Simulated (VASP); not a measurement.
Input of a VASP 6.6.1 run:

Contents of INCAR:

```
SYSTEM = CoO
ALGO = Normal
EDIFF = 1E-6
ENCUT = 520
GGA = PS
ISIF = 2
ISMEAR = 1
ISPIN = 2
LASPH = .True.
LCHARG = .False.
LMAXMIX = 4
LORBIT = 11
LREAL = .False.
LWAVE = .False.
MAGMOM = 2 0
NBANDS = 18
NELM = 150
PREC = Accurate
SIGMA = 0.1
```

The input KPOINTS:

```
k-points
0
Gamma
  10 10 11
  0 0 0
```

The input POSCAR:

```
CoO
1.0
   -1.5080000000      1.5080000000      2.1072475377
    1.5080000000     -1.5080000000      2.1072475377
    1.5080000000      1.5080000000     -2.1072475377
Co O
1 1
Direct
   -0.0052800000      0.0049430000      0.0153250000
    0.5146290000      0.4995850000      0.0049600000
```

Potentials or basis: VASP PAW PBE potentials, release 64 (Co, O).

Command:

```bash
$ cat potpaw_PBE.64/Co/POTCAR potpaw_PBE.64/O/POTCAR > POTCAR
$ mpirun -np 1 vasp_std > vasp.out
```

Question: Estimate the site moments.

Answer: Co +2.58; O +0.33 μB.

Question: Estimate the largest force.

Answer: 0.046 eV/Å.

Stress tensor (GPa, compression positive):
```
-9.62 -0.23  0.30
-0.23 -9.40 -0.18
 0.30 -0.18 -8.78
```

Caveat: the PAW data sets were made with another functional, which shifts forces and pressure a little; a cell with one magnetic atom can't hold antiferromagnetic order, which such compounds often take.
